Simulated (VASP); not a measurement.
# BaTiO3 (P4mm) in VASP: notebook

The runs below take BaTiO3 through single point, with PBE+U.

Program: VASP 6.6.1. These are calculated values, not measurements. Logs are shortened: lines on timing, memory, paths and dates and some standing lists are left out, and cuts for length are marked.

## 1. The cell of the first run

It takes space group P4mm (No. 99, tetragonal). Conventional cell: a = 4.000 Å, b = 4.000 Å, c = 4.018 Å, α = 90.00°, β = 90.00°, γ = 90.00°. Within 3.7 Å of Ba (site symmetry 4mm) lie 12 O at 2.79 to 2.88 Å and 8 Ti at 3.45 to 3.49 Å. Ti (site symmetry 4mm) has 6 O at 1.89 to 2.13 Å within 2.5 Å. O (site symmetry 4mm) has 2 Ti at 1.89 to 2.13 Å within 2.5 Å. Within 2.9 Å of O (site symmetry 2mm) lie 2 Ti at 2.00 Å and 4 Ba at 2.79 to 2.88 Å and 8 O at 2.83 to 2.84 Å.

## 2. Single point, PBE+U

Input file INCAR:

```
ALGO = Normal
EDIFF = 1E-6
ENCUT = 520
GGA = PE
ISIF = 2
ISMEAR = 0
LASPH = True
LCHARG = True
LDAU = True
LDAUJ = 0 0 0
LDAUL = -1 2 -1
LDAUPRINT = 1
LDAUTYPE = 2
LDAUU = 0 1 0
LELF = True
LMAXMIX = 4
LREAL = False
LVHAR = True
LWAVE = False
NBANDS = 28
NELM = 150
PREC = Accurate
SIGMA = 0.01
```

Input file KPOINTS:

```
k-points
0
Gamma
  6 6 6
```

Input file POSCAR:

```
BaTiO3
1.0
    3.9998000000      0.0000000000      0.0000000000
    0.0000000000      3.9998000000      0.0000000000
    0.0000000000      0.0000000000      4.0180000000
Ba Ti O
1 1 3
Direct
    0.0000000000      0.0000000000      0.0000000000
    0.5000000000      0.5000000000      0.4900000000
    0.5000000000      0.5000000000      0.0190000000
    0.5000000000      0.0000000000      0.5170000000
    0.0000000000      0.5000000000      0.5170000000
```

Potentials or basis: VASP PAW PBE potentials, release 64 (Ba_sv, Ti_sv, O).

The run is started by

```bash
cat potpaw_PBE.64/Ba_sv/POTCAR potpaw_PBE.64/Ti_sv/POTCAR potpaw_PBE.64/O/POTCAR > POTCAR
mpirun -np 1 vasp_std > vasp.out
```

OUTCAR:

```text
EDIFF = 1E-6
   ENCUT = 520
   GGA = PE
   ISIF = 2
   ISMEAR = 0
   LASPH = True
   LREAL = False
   NELM = 150
   PREC = Accurate

 ion  position               nearest neighbor table
   1  0.000  0.000  0.000-   4 2.79   5 2.79   5 2.79   4 2.79   3 2.83   3 2.83   3 2.83   3 2.83
                             4 2.88   5 2.88   5 2.88   4 2.88   2 3.45   2 3.45   2 3.45   2 3.45
   2  0.500  0.500  0.490-   3 1.89   4 2.00   5 2.00   4 2.00   5 2.00   3 2.13   1 3.45   1 3.45
                             1 3.45   1 3.45   1 3.49   1 3.49   1 3.49   1 3.49
   3  0.500  0.500  0.019-   2 1.89   2 2.13   1 2.83   1 2.83   1 2.83   1 2.83
   4  0.500  0.000  0.517-   2 2.00   2 2.00   1 2.79   1 2.79   1 2.88   1 2.88
   5  0.000  0.500  0.517-   2 2.00   2 2.00   1 2.79   1 2.79   1 2.88   1 2.88

  LATTYP: Found a simple tetragonal cell.
 ALAT       =     3.9998000000
 C/A-ratio  =     1.0045502275

  Lattice vectors:

 A1 = (   3.9998000000,   0.0000000000,   0.0000000000)
 A2 = (   0.0000000000,   3.9998000000,   0.0000000000)
 A3 = (   0.0000000000,   0.0000000000,   4.0180000000)

Analysis of symmetry for initial positions (statically):
=====================================================================
 Subroutine PRICEL returns:
 Original cell was already a primitive cell.

 Routine SETGRP: Setting up the symmetry group for a
 simple tetragonal supercell.

 Subroutine GETGRP returns: Found  8 space group operations
 (whereof  8 operations were pure point group operations)
 out of a pool of 16 trial point group operations.

The static configuration has the point symmetry C_4v.

Analysis of symmetry for dynamics (positions and initial velocities):
=====================================================================
 Subroutine PRICEL returns:
 Original cell was already a primitive cell.

 Routine SETGRP: Setting up the symmetry group for a
 simple tetragonal supercell.

 Subroutine GETGRP returns: Found  8 space group operations
 (whereof  8 operations were pure point group operations)
 out of a pool of 16 trial point group operations.

The dynamic configuration has the point symmetry C_4v.

[... 154 lines left out ...]
 -0.0000  0.1236 -0.0000 -0.0000  0.0000
  0.0000 -0.0000  0.2494  0.0000  0.0000
 -0.0000 -0.0000  0.0000  0.1236 -0.0000
 -0.0000  0.0000  0.0000 -0.0000  0.2416

spin component  2

  0.1171 -0.0000  0.0000 -0.0000 -0.0000
 -0.0000  0.1236 -0.0000 -0.0000  0.0000
  0.0000 -0.0000  0.2494  0.0000  0.0000
 -0.0000 -0.0000  0.0000  0.1236 -0.0000
 -0.0000  0.0000  0.0000 -0.0000  0.2416

 occupancies and eigenvectors

  o =  0.1171  v =  1.0000  0.0000  0.0000  0.0000  0.0000  0.0000  0.0000  0.0000  0.0000  0.0000      0.0000  0.0000  0.0000  0.0000  0.0000  0.0000  0.0000  0.0000  0.0000  0.0000
  o =  0.1171  v =  0.0000  0.0000  0.0000  0.0000  0.0000  1.0000  0.0000  0.0000  0.0000  0.0000      0.0000  0.0000  0.0000  0.0000  0.0000  0.0000  0.0000  0.0000  0.0000  0.0000
  o =  0.1236  v =  0.0000 -0.0080 -0.0000  1.0000 -0.0000  0.0000  0.0000  0.0000  0.0000  0.0000      0.0000  0.0000  0.0000  0.0000  0.0000  0.0000  0.0000  0.0000  0.0000  0.0000
  o =  0.1236  v =  0.0000  0.0000  0.0000  0.0000  0.0000  0.0000 -0.0080 -0.0000  1.0000 -0.0000      0.0000  0.0000  0.0000  0.0000  0.0000  0.0000  0.0000  0.0000  0.0000  0.0000
  o =  0.1236  v =  0.0000 -1.0000  0.0000 -0.0080  0.0000  0.0000  0.0000  0.0000  0.0000  0.0000      0.0000  0.0000  0.0000  0.0000  0.0000  0.0000  0.0000  0.0000  0.0000  0.0000
  o =  0.1236  v =  0.0000  0.0000  0.0000  0.0000  0.0000  0.0000 -1.0000  0.0000 -0.0080  0.0000      0.0000  0.0000  0.0000  0.0000  0.0000  0.0000  0.0000  0.0000  0.0000  0.0000
  o =  0.2416  v =  0.0000 -0.0000 -0.0000 -0.0000 -1.0000  0.0000  0.0000  0.0000  0.0000  0.0000      0.0000  0.0000  0.0000  0.0000  0.0000  0.0000  0.0000  0.0000  0.0000  0.0000
  o =  0.2416  v =  0.0000  0.0000  0.0000  0.0000  0.0000  0.0000 -0.0000 -0.0000 -0.0000 -1.0000      0.0000  0.0000  0.0000  0.0000  0.0000  0.0000  0.0000  0.0000  0.0000  0.0000
  o =  0.2494  v =  0.0000  0.0000  0.0000  0.0000  0.0000  0.0000 -0.0000 -1.0000 -0.0000  0.0000      0.0000  0.0000  0.0000  0.0000  0.0000  0.0000  0.0000  0.0000  0.0000  0.0000
  o =  0.2494  v =  0.0000 -0.0000 -1.0000 -0.0000  0.0000  0.0000  0.0000  0.0000  0.0000  0.0000      0.0000  0.0000  0.0000  0.0000  0.0000  0.0000  0.0000  0.0000  0.0000  0.0000

 number of electron      39.9999977 magnetization

 Free energy of the ion-electron system (eV)
  ---------------------------------------------------
  ext. energy  EPLUGINS =         0.00000000
  ---------------------------------------------------
  free energy    TOTEN  =       -39.28487262 eV

  energy without entropy =      -39.28487262  energy(sigma->0) =      -39.28487262

 E-fermi :   3.9280     XC(G=0): -11.2441

 val. band max:        3.8822569700   @ k =   0.5000   0.5000   0.5000
 cond. band min:       5.7642611306   @ k =   0.0000   0.0000   0.0000
 fundamental gap:      1.8820041606
 Fermi energy:         3.9279634817

 k-point     1 :       0.0000    0.0000    0.0000
  band No.  band energies     occupation
      1     -52.9906      2.00000
      2     -29.2185      2.00000
      3     -29.1895      2.00000
      4     -29.1895      2.00000
      5     -20.9799      2.00000
      6     -13.0554      2.00000
[... 733 lines left out ...]
     27      11.9978      0.00000
     28      13.2903      0.00000

 [... further k-points ...]
[... 5 lines left out ...]
  --------------------------------------------------------------------------------------
  -------------------------------------------------------------------------------------
  Total        1.8747253      1.8747253      2.2844358      0.0000000     -0.0000000      0.0000000
  in kB       46.7263374     46.7263374     56.9381105      0.0000000     -0.0000000      0.0000000
  external PRESSURE =      50.1302618 kB  Pullay stress =       0.0000000 kB

 VOLUME and BASIS-vectors are now :
 -----------------------------------------------------------------------------
  energy-cutoff  :      520.00
  volume of cell :       64.28
      direct lattice vectors                 reciprocal lattice vectors
     3.999800000  0.000000000  0.000000000     0.250012501  0.000000000  0.000000000
     0.000000000  3.999800000  0.000000000     0.000000000  0.250012501  0.000000000
     0.000000000  0.000000000  4.018000000     0.000000000  0.000000000  0.248880040

 POSITION                                       TOTAL-FORCE (eV/Angst)
 -----------------------------------------------------------------------------------
      0.00000      0.00000      0.00000        -0.000000     -0.000000      0.073488
      1.99990      1.99990      1.96882        -0.000000      0.000000      0.028252
      1.99990      1.99990      0.07634        -0.000000     -0.000000      0.139672
      1.99990      0.00000      2.07731        -0.000000     -0.000000     -0.120706
      0.00000      1.99990      2.07731         0.000000     -0.000000     -0.120706
 -----------------------------------------------------------------------------------
    total drift:                                0.000000      0.000000      0.000140

  FREE ENERGIE OF THE ION-ELECTRON SYSTEM (eV)
  ---------------------------------------------------
  free  energy   TOTEN  =       -39.2848726211 eV

  energy  without entropy=      -39.2848726211  energy(sigma->0) =      -39.28487262
```

OSZICAR:

```text
N       E                     dE             d eps       ncg     rms          rms(c)
DAV:   1     0.440979529015E+03    0.44098E+03   -0.21027E+04  2240   0.155E+03
DAV:   2    -0.231397112182E+01   -0.44329E+03   -0.42248E+03  2556   0.430E+02
DAV:   3    -0.481882125834E+02   -0.45874E+02   -0.45456E+02  3100   0.136E+02
DAV:   4    -0.503901273479E+02   -0.22019E+01   -0.21969E+01  3352   0.255E+01
DAV:   5    -0.504617976583E+02   -0.71670E-01   -0.71650E-01  3048   0.362E+00    0.235E+01
DAV:   6    -0.393706090554E+02    0.11091E+02   -0.57008E+01  3180   0.670E+01    0.961E+00
DAV:   7    -0.394107845239E+02   -0.40175E-01   -0.91361E+00  2964   0.212E+01    0.657E+00
DAV:   8    -0.392659422594E+02    0.14484E+00   -0.74724E-01  2788   0.781E+00    0.295E+00
DAV:   9    -0.393037523396E+02   -0.37810E-01   -0.24235E-01  2980   0.356E+00    0.130E+00
DAV:  10    -0.392852136060E+02    0.18539E-01   -0.92492E-02  2560   0.316E+00    0.266E-01
DAV:  11    -0.392849149680E+02    0.29864E-03   -0.42576E-03  2824   0.428E-01    0.782E-02
DAV:  12    -0.392849239202E+02   -0.89522E-05   -0.51201E-04  3124   0.157E-01    0.569E-02
DAV:  13    -0.392848739204E+02    0.50000E-04   -0.33590E-04  2580   0.197E-01    0.235E-02
DAV:  14    -0.392848732586E+02    0.66178E-06   -0.30884E-05  2788   0.545E-02    0.717E-03
DAV:  15    -0.392848736633E+02   -0.40469E-06   -0.11552E-05  3044   0.332E-02    0.863E-03
DAV:  16    -0.392848725646E+02    0.10987E-05   -0.29178E-06  1856   0.171E-02    0.129E-03
DAV:  17    -0.392848726211E+02   -0.56515E-07   -0.25087E-07  1392   0.474E-03
   1 F= -.39284873E+02 E0= -.39284873E+02  d E =-.220897E-13
```

Wall time 2 min (1 thread of Intel Xeon 8259CL, shared host); peak memory 0.22 GiB.

Results:

```yaml
Free_energy: -39.2849 eV
Pressure: 5.0 GPa
Largest_force: 0.140 eV/Å
Band_gap_on_the_k_mesh: 1.88 eV (least direct gap 2.18 eV)
```

Forces on the atoms (eV/Å):
```
Ba   0.000  0.000  0.073
Ti   0.000  0.000  0.028
O    0.000  0.000  0.140
O    0.000  0.000 -0.121
O    0.000  0.000 -0.121
```

Eigenvalues of the final occupation matrices:
| site | spin | trace | eigenvalues |
| --- | --- | --- | --- |
| site 2 d | 1 | 0.86 | 0.12 0.12 0.12 0.24 0.25 |
| site 2 d | 2 | 0.86 | 0.12 0.12 0.12 0.24 0.25 |

Caveat: the cell stands under pressure; spin-orbit coupling is left out, which moves the levels of the heavy elements. A k mesh can miss the band edges.

(Continued in part 2 of 2.)
